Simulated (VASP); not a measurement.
Input of a VASP 6.6.1 run:

Contents of POSCAR:

```
NaCl
1.0
    0.0000000000      2.7940632177      2.7940632177
    2.7940632177      0.0000000000      2.7940632177
    2.7940632177      2.7940632177      0.0000000000
Cl Na
1 1
Direct
    0.5000000000      0.5000000000      0.5000000000
    0.0000000000      0.0000000000      0.0000000000
```

Contents of INCAR.step1:

```
SYSTEM = NaCl
ALGO = Normal
EDIFF = 1E-5
ENCUT = 520
GGA = PE
ISIF = 2
ISMEAR = -1
LASPH = .TRUE.
LREAL = .FALSE.
LWAVE = .TRUE.
NBANDS = 14
NELM = 100
PREC = Accurate
SIGMA = 0.05
```

The input INCAR.step2:

```
SYSTEM = NaCl
AEXX = 0.4
ALGO = Normal
EDIFF = 1E-7
ENCUT = 520
GGA = PE
HFSCREEN = 0.2
ISIF = 2
ISMEAR = -1
ISTART = 1
LASPH = .TRUE.
LCHARG = .TRUE.
LELF = .TRUE.
LHFCALC = .TRUE.
LREAL = .FALSE.
LVHAR = .TRUE.
LWAVE = .FALSE.
NBANDS = 14
NELM = 100
PREC = Accurate
PRECFOCK = Normal
SIGMA = 0.05
```

Contents of KPOINTS:

```
k-points
0
G
  4 4 4
  0 0 0
```

Potentials or basis: VASP PAW PBE potentials, release 64 (Cl, Na_pv).

The run is started by

```bash
$ cat potpaw_PBE.64/Cl/POTCAR potpaw_PBE.64/Na_pv/POTCAR > POTCAR
$ cp INCAR.step1 INCAR
$ mpirun -np 1 vasp_std > vasp.out
$ cp INCAR.step2 INCAR
$ mpirun -np 1 vasp_std > vasp.out
```

(1) Predict the pressure.

(2) Estimate the band gap on the k mesh.

Results:

(1) 0.7 GPa.

(2) 7.47 eV.

Caveat: the k points lie up to 0.49 Å⁻¹ apart; the PAW data sets were made with another functional, which shifts forces and pressure a little.
